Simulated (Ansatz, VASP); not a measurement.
# Two plane-wave programs on CdTe

```
CELL_PARAMETERS angstrom
0.00000 3.27996 3.27996
3.27996 0.00000 3.27996
3.27996 3.27996 0.00000
ATOMIC_POSITIONS crystal
Cd 0.00000 0.00000 0.00000
Te 0.25000 0.25000 0.25000
```

Alike in both runs: task single point; functional PBE; k mesh 6 × 6 × 6; occupations fermi-dirac, width 0.02 eV; no spin polarisation.

|  | VASP | Ansatz |
| --- | --- | --- |
| version | VASP 6.6.1 | Ansatz 0.2.0 |
| potentials or method | VASP PAW PBE potentials, release 64 (Cd, Te) | plane waves, PAW |
| plane-wave cutoff (eV) | 520 | 420 |
| valence electrons in the cell | 18 | 36 |

|  | VASP | Ansatz | Ansatz less VASP |
| --- | --- | --- | --- |
| pressure (GPa) | 1.1 | 1.0 | -0.12 |

VASP's potentials hold 18 valence electrons a cell and Ansatz's 36, so a difference there can come from the potentials and not from the codes.

Spin-orbit coupling is off throughout.
